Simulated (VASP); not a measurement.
**HgTe: relaxation of cell and atoms with LDA**

HgTe:

```
Hg Te
1.0
     0.00000    3.21778    3.21778
     3.21778    0.00000    3.21778
     3.21778    3.21778    0.00000
Hg Te
1 1
Direct
  0.00000 0.00000 0.00000
  0.75000 0.75000 0.75000
```

```
Program                : VASP 6.6.1
Task                   : relaxation of cell and atoms
Functional             : LDA
Potentials or basis    : VASP PAW LDA potentials, release 64 (Hg, Te)
Cutoff                 : 600 eV
k mesh                 : 12 × 12 × 12
Occupations            : fermi-dirac, width 0.15 eV
Spin                   : no spin polarisation
Target pressure        : 20 GPa
Dipole correction      : no
Further INCAR settings : ALGO = Normal; EDIFF = 1e-06; IBRION = 2; EDIFFG = -0.001; NSW = 80; ISIF = 3
```

```yaml
Relaxed_volume: 26.54 Å³/atom
Relaxed_cell: a = 4.219 Å, b = 4.219 Å, c = 4.219 Å, α = 60.00°, β = 60.00°, γ = 60.00°
Space_group_after_relaxing_to_0.1_Å: F-43m (No. 216)
Energy_change_on_relaxing_the_run_minimises_the_enthalpy: +344.0 meV/atom
Ionic_steps: 18
Pressure_after_relaxing: 20.0 GPa
Band_gap_on_the_k_mesh: zero (filled and empty bands touch)
```

The path:
| step | energy change (eV) | largest force (eV/Å) | pressure (GPa) | volume (Å³) |
| --- | --- | --- | --- | --- |
| 1 | 0.0000 | 0.0000 | 0.29 | 66.63 |
| 2 | 8.9324 | 0.0000 | 169.20 | 34.41 |
| 3 | 0.5081 | 0.0000 | 16.19 | 54.68 |
| 4 | 0.6060 | 0.0000 | 18.29 | 53.77 |
| 5 | 0.6900 | 0.0000 | 20.03 | 53.07 |
| 6 | 0.6590 | 0.0000 | 19.44 | 53.32 |
| 7 | 0.6608 | 0.0000 | 19.42 | 53.31 |
| 8 | 0.6660 | 0.0000 | 19.54 | 53.26 |
| 9 | 0.6660 | 0.0000 | 19.54 | 53.26 |
| 10 | 0.6663 | 0.0000 | 19.54 | 53.26 |
| 11 | 0.6667 | 0.0000 | 19.54 | 53.26 |
| 12 | 0.6676 | 0.0000 | 19.57 | 53.25 |
| 13 | 0.6695 | 0.0000 | 19.60 | 53.24 |
| 14 | 0.6732 | 0.0000 | 19.66 | 53.21 |
| 15 | 0.6807 | 0.0000 | 19.84 | 53.14 |
| 16 | 0.6957 | 0.0000 | 20.13 | 53.02 |
| 17 | 0.6888 | 0.0000 | 20.01 | 53.08 |
| 18 | 0.6880 | 0.0000 | 20.00 | 53.09 |

Final structure:
```
Hg Te
1.0
     0.00000    2.98296    2.98296
     2.98296    0.00000    2.98296
     2.98296    2.98296    0.00000
Hg Te
1 1
Direct
  0.00000 0.00000 0.00000
  0.75000 0.75000 0.75000
```

Levels at points of the mesh, in eV from the Fermi level:
```tsv
k point	band 5	band 6	band 7	band 8	band 9	band 10	band 11	band 12	band 13
(0.00, 0.00, 0.00)	-8.52	-8.52	-0.46	-0.24	-0.24	-0.24	3.37	3.37	3.37
(0.50, 0.00, 0.00)	-8.48	-8.07	-7.64	-1.82	-1.82	0.35	4.39	4.39	5.94
(0.50, 0.50, 0.00)	-8.42	-7.77	-7.20	-3.77	-3.77	1.27	1.41	8.87	9.48
```

Run time: 10 min on 1 thread of AMD EPYC 7R43 64-Core Processor (Zen 3) (shared host), peak memory 0.21 GiB.

Caveat: the cell is relaxed towards a set pressure, so the run minimises the enthalpy, not the energy; the volume moved by over 15 % at a fixed basis, so the end points are rough; semilocal functionals underestimate gaps, so a narrow gap can read as zero; spin-orbit coupling is left out, which moves the levels of the heavy elements. Zero-point motion and thermal expansion aren't in these numbers.
